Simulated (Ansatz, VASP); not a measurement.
## Two plane-wave programs on Ge

The input INCAR:

```
SYSTEM = Ge
PREC = Accurate
ENCUT = 520
EDIFF = 1E-6
ISMEAR = -1
SIGMA = 0.1
LREAL = .False.
LASPH = .True.
NELM = 100
ALGO = Normal
ISIF = 2
LWAVE = .False.
LCHARG = .True.
GGA = RE
LELF = .True.
LVHAR = .True.
NBANDS = 13
```

File KPOINTS:

```
regular mesh
0
Gamma
  15 15 15
  0 0 0
```

Contents of POSCAR:

```
Ge
1.0
   -1.6544952055      1.6544952055      1.6544952055
    1.6544952055     -1.6544952055      1.6544952055
    1.6544952055      1.6544952055     -1.6544952055
Ge
1
Direct
    0.0000000000      0.0000000000      0.0000000000
```

Input for Ansatz:

```yaml
crystal:
  lattice:
    - [-1.6544952055, 1.6544952055, 1.6544952055]
    - [1.6544952055, -1.6544952055, 1.6544952055]
    - [1.6544952055, 1.6544952055, -1.6544952055]
  atoms:
    - { symbol: Ge, position: [0.0, 0.0, 0.0] }
hamiltonian:
  xc: revpbe
  pseudopotentials:
    kind: paw
    azcp:
      Ge: "pseudopotentials/Ge.paw.azcp"
basis:
  ecutwfc: 420
  fft_grid_basis: typed
kpoints:
  mp_grid: { grid: [15, 15, 15], shift: [0, 0, 0] }
magnetization:
  spin_polarized: false
scf:
  occupations: { method: fermi_dirac, width: 0.1 }
  lower_state_search: "off"
output:
  stress: true
  write_density: true
  write_potential: true
  elf: true
  volumetric_format: npy
```

Alike in both runs: task single point; functional revPBE; k mesh 15 × 15 × 15; occupations fermi-dirac, width 0.1 eV; no spin polarisation.

|  | VASP | Ansatz |
| --- | --- | --- |
| version | VASP 6.6.1 | Ansatz 0.2.0 |
| potentials or method | VASP PAW PBE potentials, release 64 (Ge_d), cutoff 520 eV | plane waves (420 eV) with PAW, scalar-relativistic |
| valence electrons in the cell | 14 | 14 |

```tsv
	VASP	Ansatz	Ansatz less VASP
pressure (GPa)	5.3	5.4	+0.06
```

VASP's potentials were made for PBE, not for revPBE.
